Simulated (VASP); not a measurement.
**CdS (m.eB): single point with PBE**

The system is CdS (m.eB).

```xyz
4
Lattice="4.1910 0.0000 0.0000 0.0000 5.9270 0.0000 0.0000 0.0000 4.1910" Properties=species:S:1:pos:R:3 pbc="T T T"
Cd    0.0000    0.0000    0.0000
Cd    2.0955    2.9635    2.0955
S     2.0955    1.4817    0.0000
S     0.0000    4.4452    2.0955
```

* Program: VASP 6.6.1
* Task: single point
* Functional: PBE
* Potentials or basis: VASP PAW PBE potentials, release 64 (Cd, S)
* Cutoff: 500 eV
* k mesh: 6 × 6 × 6
* Occupations: gaussian, width 0.02 eV
* Spin: no spin polarisation

The pressure is 0.3 GPa. The band gap on the k mesh is 1.04 eV.

Levels at points of the mesh, in eV from the valence-band top:
| k point | band 15 | band 16 | band 17 | band 18 | band 19 | band 20 | band 21 | band 22 |
| --- | --- | --- | --- | --- | --- | --- | --- | --- |
| (0.00, 0.00, 0.00) | -1.72 | 0.00 | 0.00 | 0.00 | 1.04 | 3.63 | 4.28 | 6.55 |
| (0.50, 0.00, 0.00) | -1.87 | -1.87 | -0.70 | -0.70 | 4.13 | 4.13 | 6.15 | 6.15 |
| (0.00, 0.50, 0.00) | -0.93 | -0.93 | -0.93 | -0.93 | 3.48 | 3.48 | 4.84 | 4.84 |
| (0.50, 0.50, 0.00) | -0.69 | -0.69 | -0.68 | -0.68 | 2.94 | 2.94 | 7.00 | 7.00 |
| (0.50, 0.00, 0.50) | -1.72 | -1.72 | -1.72 | -1.72 | 3.63 | 3.63 | 4.28 | 4.28 |
| (0.50, 0.50, 0.50) | -2.06 | -2.06 | -2.03 | -2.03 | 5.23 | 5.23 | 5.44 | 5.44 |

Wall time 27 s on 1 thread of Intel(R) Xeon(R) 6975P-C (Granite Rapids), on a shared host, peak memory 0.24 GiB.

A hybrid or GW would open this gap; PBE tends to underestimate it.
